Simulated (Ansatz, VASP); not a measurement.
# One calculation of InP3, two programs

```xyz
8
Lattice="3.7415 2.1602 3.2682 -3.7415 2.1602 3.2682 0.0000 -4.3203 3.2682" Properties=species:S:1:pos:R:3 pbc="T T T"
In    0.0000    0.0000    2.6497
In    0.0000    0.0000    7.1548
P     2.0713   -1.1958    6.0176
P     0.0000    2.3917    6.0176
P    -2.0713   -1.1958    6.0176
P    -2.0713    1.1958    3.7869
P     2.0713    1.1958    3.7869
P     0.0000   -2.3917    3.7869
```

Change from the starting cell: strain -0.0300 x Voigt [0, 0, 1, 0, 0, 0], atoms carried along.

Alike in both runs: task single point; functional r2SCAN; k mesh 6 × 6 × 6; occupations gaussian, width 0.15 eV; no spin polarisation.

|  | VASP | Ansatz |
| --- | --- | --- |
| version | VASP 6.6.1 | Ansatz 0.2.0 |
| potentials or method | VASP PAW PBE potentials, release 64 (In_d, P), cutoff 520 eV | scalar-relativistic, plane waves, PAW |
| valence electrons in the cell | 56 | 56 |

|  | VASP | Ansatz | Ansatz less VASP |
| --- | --- | --- | --- |
| gap on the k mesh at the Fermi level (eV) | none | none | - |
| pressure (GPa) | 1.7 | 2.1 | +0.38 |
| traceless stress, the component that is largest in VASP (GPa) | 1.32 | 1.20 | -0.122 |
| rms of the force components (eV/Å) | 0.089 | 0.133 | +0.0446 |

VASP's potentials were made for PBE, not for r2SCAN. Atom by atom the forces differ by 0.052 eV/Å (rms over components). A gap of «none» marks a metal or a gap that the smearing closes. The functional is the same, so the differences come from potentials, cutoffs and numerics.
